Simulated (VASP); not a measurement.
## CdSe: relaxation of cell and atoms with PBE

Crystal: CdSe.

```xyz
2
Lattice="0.0000 2.7566 2.7566 2.7566 0.0000 2.7566 2.7566 2.7566 0.0000" Properties=species:S:1:pos:R:3 pbc="T T T"
Cd    0.0000    0.0000    0.0000
Se    2.7566    2.7566    2.7566
```

```
Program                : VASP 6.6.1
Task                   : relaxation of cell and atoms
Functional             : PBE
Potentials or basis    : VASP PAW PBE potentials, release 64 (Cd, Se)
Cutoff                 : 500 eV
k mesh                 : 6 × 6 × 6
Occupations            : gaussian, width 0.1 eV
Spin                   : no spin polarisation
Dipole correction      : no
Further INCAR settings : ALGO = Normal; EDIFF = 1e-07; IBRION = 2; EDIFFG = -0.05; NSW = 80; ISIF = 3
```

| Item | Value |
| --- | --- |
| Relaxed volume | 23.71 Å³/atom |
| Relaxed cell | a = 4.063 Å, b = 4.063 Å, c = 4.063 Å, α = 60.00°, β = 60.00°, γ = 60.00° |
| Space group after relaxing (to 0.05 Å) | Fm-3m (No. 225) |
| Energy gained by relaxing | 78.4 meV/atom |
| Ionic steps | 3 |
| Pressure after relaxing | 0.0 GPa |
| Band gap on the k mesh | zero (band 9 reaches 2.23 eV, above the bottom of band 10 at 1.83 eV) |

Step by step:
```
step  energy change (eV)  largest force (eV/Å)  pressure (GPa)  volume (Å³)
   1              0.0000                0.0000           10.23        41.89
   2             -0.1230                0.0000           -3.30        50.53
   3             -0.1568                0.0000            0.02        47.42
```

Final structure:
```
Cd Se
1.0
     0.00000    2.87279    2.87279
     2.87279    0.00000    2.87279
     2.87279    2.87279    0.00000
Cd Se
1 1
Cartesian
  0.0000 0.0000 0.0000
  2.8728 2.8728 2.8728
```

Levels at points of the mesh, in eV from the Fermi level:
```csv
k point,band 5,band 6,band 7,band 8,band 9,band 10,band 11,band 12,band 13
"(0.00, 0.00, 0.00)",-7.93,-7.93,-0.64,-0.64,-0.64,0.06,8.62,8.62,8.62
"(0.50, 0.00, 0.00)",-7.79,-7.79,-4.96,-0.08,-0.08,3.00,5.24,5.24,5.89
"(0.50, 0.50, 0.00)",-7.74,-7.26,-4.10,-2.07,-2.07,-0.47,5.45,9.69,10.28
```

It took 23 s on 1 thread of Intel(R) Xeon(R) Platinum 8259CL CPU @ 2.50GHz (Skylake/Cascade Lake), on a shared host, peak memory 0.16 GiB.
